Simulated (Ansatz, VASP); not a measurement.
One calculation of TaC, two programs

Contents of POSCAR:

```
TaC
1.0
    0.0000000000      2.2230000000      2.2230000000
    2.2230000000      0.0000000000      2.2230000000
    2.2230000000      2.2230000000      0.0000000000
Ta C
1 1
Direct
    0.0000000000      0.0000000000      0.0000000000
    0.5000000000      0.5000000000      0.5000000000
```

File INCAR.step1:

```
SYSTEM = TaC
PREC = Accurate
ENCUT = 660
ISMEAR = -1
SIGMA = 0.15
LREAL = .False.
LASPH = .True.
NELM = 120
NBANDS = 14
GGA = PE
ALGO = Normal
EDIFF = 1E-5
LWAVE = .True.
LCHARG = .False.
GGA_COMPAT = .False.
```

INCAR.step2

```
SYSTEM = TaC
PREC = Accurate
ENCUT = 660
EDIFF = 1E-6
ISMEAR = -1
SIGMA = 0.15
LREAL = .False.
LASPH = .True.
NELM = 120
ALGO = Normal
ISIF = 2
LWAVE = .False.
LCHARG = .False.
METAGGA = R2SCAN
LMIXTAU = .True.
NBANDS = 14
ISTART = 1
GGA_COMPAT = .False.
```

The input KPOINTS:

```
Automatic mesh
0
Gamma
  7 7 7
  0 0 0
```

Input for Ansatz:

```yaml
crystal:
  lattice:
    - [0.0, 2.223, 2.223]
    - [2.223, 0.0, 2.223]
    - [2.223, 2.223, 0.0]
  atoms:
    - { symbol: Ta, position: [0.0, 0.0, 0.0] }
    - { symbol: C, position: [0.5, 0.5, 0.5] }
basis:
  ecutwfc: 500.0
kpoints:
  mp_grid:
    grid: [7, 7, 7]
hamiltonian:
  xc: r2scan
  pseudopotentials:
    kind: paw
scf:
  occupations:
    method: fermi_dirac
    width: 0.15
output:
  forces: true
  stress: true
```

Alike in both runs: task single point; functional r2SCAN; k mesh 7 × 7 × 7; occupations fermi-dirac, width 0.15 eV; no spin polarisation.

|  | VASP | Ansatz |
| --- | --- | --- |
| version | VASP 6.6.1 | Ansatz 0.2.0 |
| potentials or method | VASP PAW PBE potentials, release 64 (Ta_pv, C), cutoff 660 eV | plane waves, PAW |
| valence electrons in the cell | 15 | 17 |

|  | VASP | Ansatz | Ansatz less VASP |
| --- | --- | --- | --- |
| pressure (GPa) | 5.0 | 3.8 | -1.17 |

VASP's potentials were made for PBE, not for r2SCAN. VASP's potentials hold 15 valence electrons a cell and Ansatz's 17, so a difference there can come from the potentials and not from the codes.

Spin-orbit coupling is off throughout.
